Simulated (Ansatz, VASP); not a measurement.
# One calculation of Rh, two programs

File INCAR:

```
  ALGO = Normal
  EDIFF = 1E-6
  ENCUT = 520
  GGA = CA
  ISIF = 2
  ISMEAR = -1
  LASPH = True
  LCHARG = True
  LELF = True
  LREAL = False
  LVHAR = True
  LWAVE = False
  NBANDS = 14
  NELM = 60
  PREC = Accurate
  SIGMA = 0.05
```

Contents of KPOINTS:

```
k-points
0
Gamma
  12 12 12
```

Contents of POSCAR:

```
Rh
1.0
    0.0000000000      1.8722002341      1.8722002341
    1.8722002341      0.0000000000      1.8722002341
    1.8722002341      1.8722002341      0.0000000000
Rh
1
Direct
    0.0000000000      0.0000000000      0.0000000000
```

input.yaml

```yaml
crystal:
  lattice:
    - [0.0, 1.8722002341, 1.8722002341]
    - [1.8722002341, 0.0, 1.8722002341]
    - [1.8722002341, 1.8722002341, 0.0]
  atoms:
    - { symbol: Rh, position: [0.0, 0.0, 0.0] }
kpoints:
  mp_grid: { grid: [12, 12, 12] }
scf:
  occupations: { method: fermi_dirac, width: 0.05 }
hamiltonian:
  xc: lda
  pseudopotentials: { kind: all_electron, lapw: { basis_error: 0.001 } }
output:
  forces: true
  stress: true
  eigenvalues: true
```

Change from the starting cell: volume scaled by 0.96.

Alike in both runs: task single point; functional LDA; k mesh 12 × 12 × 12; occupations fermi-dirac, width 0.05 eV; no spin polarisation.

|  | VASP | Ansatz |
| --- | --- | --- |
| version | VASP 6.6.1 | Ansatz 0.2.0 |
| potentials or method | VASP PAW LDA potentials, release 64 (Rh_pv), cutoff 520 eV | all-electron LAPW, scalar-relativistic |

```csv
,VASP,Ansatz,Ansatz less VASP
gap on the k mesh at the Fermi level (eV),none,none,-
pressure (GPa),3.2,2.3,-0.90
```

LDA's correlation is that of Perdew and Zunger in VASP and of Perdew and Wang (1992) in Ansatz. A gap of «none» marks a metal or a gap that the smearing closes. Ansatz ran all-electron here, and VASP with PAW potentials.
